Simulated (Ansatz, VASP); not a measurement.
**One calculation of WSe2, two programs**

File INCAR:

```
SYSTEM = WSe2
  ALGO = Normal
  EDIFF = 1E-7
  ENCUT = 520
  GGA = PS
  ISIF = 2
  ISMEAR = 0
  LASPH = .True.
  LCHARG = .False.
  LREAL = .False.
  LWAVE = .False.
  NBANDS = 35
  NELM = 80
  PREC = Accurate
  SIGMA = 0.05
```

Contents of KPOINTS:

```
k-points
0
Gamma
  12 12 2
  0 0 0
```

The input POSCAR:

```
WSe2
1.0
    3.3196732785      0.0000000000      0.0000000000
   -1.6598366392      2.8324348684      0.0000000000
    0.0000000000      0.0000000000     23.9834862109
W Se
2 4
Direct
    0.6666666667      0.3333333333      0.1376486583
    0.3333333333      0.6666666667      0.8623513417
    0.3333333333      0.6666666667      0.2073654518
    0.6666666667      0.3333333333      0.9321646899
    0.3333333333      0.6666666667      0.0678353101
    0.6666666667      0.3333333333      0.7926345482
```

Input for Ansatz:

```yaml
crystal:
  lattice:
    - [3.3196732785, 0.0, 0.0]
    - [-1.6598366392, 2.8324348684, 0.0]
    - [0.0, 0.0, 23.9834862109]
  atoms:
    - { symbol: W, position: [0.6666666667, 0.3333333333, 0.1376486583] }
    - { symbol: W, position: [0.3333333333, 0.6666666667, 0.8623513417] }
    - { symbol: Se, position: [0.3333333333, 0.6666666667, 0.2073654518] }
    - { symbol: Se, position: [0.6666666667, 0.3333333333, 0.9321646899] }
    - { symbol: Se, position: [0.3333333333, 0.6666666667, 0.0678353101] }
    - { symbol: Se, position: [0.6666666667, 0.3333333333, 0.7926345482] }
basis:
  ecutwfc: 420
kpoints:
  mp_grid: { grid: [12, 12, 2] }
hamiltonian:
  xc: pbesol
scf:
  occupations: { method: gaussian, width: 0.05 }
output:
  forces: true
  stress: true
  eigenvalues: true
```

Change from the starting cell: strain +0.0150 x Voigt [1, 0, 0, 0, 0, 0], atoms carried along.

Alike in both runs: task single point; functional PBEsol; k mesh 12 × 12 × 2; occupations gaussian, width 0.05 eV; no spin polarisation.

|  | VASP | Ansatz |
| --- | --- | --- |
| version | VASP 6.6.1 | Ansatz 0.2.0 |
| potentials or method | VASP PAW PBE potentials, release 64 (W_sv, Se), cutoff 520 eV | scalar-relativistic, plane waves, PAW |
| valence electrons in the cell | 52 | 92 |

|  | VASP | Ansatz | Ansatz less VASP |
| --- | --- | --- | --- |
| gap on the k mesh at the Fermi level (eV) | 1.39 | 1.40 | +0.004 |
| least direct gap on the mesh (eV) | 1.56 | 1.57 | +0.003 |
| rms of the force components (eV/Å) | 0.064 | 0.085 | +0.0213 |

VASP's potentials were made for PBE, not for PBEsol. Atom by atom the forces differ by 0.027 eV/Å (rms over components). VASP's potentials hold 52 valence electrons a cell and Ansatz's 92, so a difference there can come from the potentials and not from the codes.

Neither program's run includes spin-orbit coupling.
